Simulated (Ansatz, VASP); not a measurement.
## ZnO in VASP and in Ansatz

Contents of POSCAR:

```
ZnO
1.0
    3.2088718480      0.0000000000      0.0000000000
   -1.6044359240      2.7789645379      0.0000000000
    0.0000000000      0.0000000000      5.1653742895
Zn O
2 2
Direct
    0.3333333333      0.6666666667      0.4995830244
    0.6666666667      0.3333333333     -0.0004169756
    0.6666666667      0.3333333333      0.3794269756
    0.3333333333      0.6666666667      0.8794269756
```

INCAR.step1

```
SYSTEM = ZnO
  ALGO = Normal
  EDIFF = 1E-5
  ENCUT = 1480
  GGA = PE
  GGA_COMPAT = .False.
  ISMEAR = 0
  LASPH = .True.
  LCHARG = .False.
  LREAL = .False.
  LWAVE = .True.
  NBANDS = 26
  NELM = 120
  PREC = Accurate
  SIGMA = 0.01
```

INCAR.step2

```
SYSTEM = ZnO
  ALGO = Normal
  EDIFF = 1E-6
  ENCUT = 1480
  GGA_COMPAT = .False.
  ISIF = 2
  ISMEAR = 0
  ISTART = 1
  LASPH = .True.
  LCHARG = .False.
  LMIXTAU = .True.
  LREAL = .False.
  LWAVE = .False.
  METAGGA = R2SCAN
  NBANDS = 26
  NELM = 120
  PREC = Accurate
  SIGMA = 0.01
```

File KPOINTS:

```
k-points
0
Gamma
  8 8 4
  0 0 0
```

Input for Ansatz:

```yaml
crystal:
  lattice:
    - [3.20887184803, 0.0, 0.0]
    - [-1.60443592402, 2.77896453788, 0.0]
    - [0.0, 0.0, 5.16537428949]
  atoms:
    - { symbol: Zn, position: [0.333333333333, 0.666666666667, 0.499583024429] }
    - { symbol: Zn, position: [0.666666666667, 0.333333333333, -0.000416975571] }
    - { symbol: O, position: [0.666666666667, 0.333333333333, 0.379426975571] }
    - { symbol: O, position: [0.333333333333, 0.666666666667, 0.879426975571] }
kpoints:
  mp_grid: { grid: [8, 8, 4] }
scf:
  occupations: { method: fixed }
  convergence: { dr2_threshold: 1.0e-10 }
hamiltonian:
  xc: r2scan
  pseudopotentials: { kind: paw }
output:
  forces: true
  stress: true
  eigenstates:
    kpoints:
      - [0.0, 0.0, 0.0]
      - [0.0, 0.0, -0.5]
      - [-0.5, 0.0, 0.0]
      - [-0.5, 0.5, 0.0]
      - [0.0, -0.5, 0.0]
      - [-0.5, 0.0, -0.5]
      - [-0.5, 0.5, -0.5]
      - [0.0, -0.5, -0.5]
  eigenvalues: true
```

Alike in both runs: task single point; functional r2SCAN; k mesh 8 × 8 × 4; no spin polarisation.

```csv
,VASP,Ansatz
version,VASP 6.6.1,Ansatz 0.2.0
potentials or method,"VASP PAW PBE potentials, release 64 (Zn, O_h)","PAW with Ansatz's default frozen-core files, scalar-relativistic"
plane-wave cutoff (eV),1480,500
occupations,"gaussian, width 0.01 eV",fixed
valence electrons in the cell,36,36
```

|  | VASP | Ansatz | Ansatz less VASP |
| --- | --- | --- | --- |
| gap on the k mesh at the Fermi level (eV) | 1.28 | 1.28 | -0.001 |
| pressure (GPa) | 5.1 | 4.0 | -1.15 |

VASP's potentials were made for PBE, not for r2SCAN.
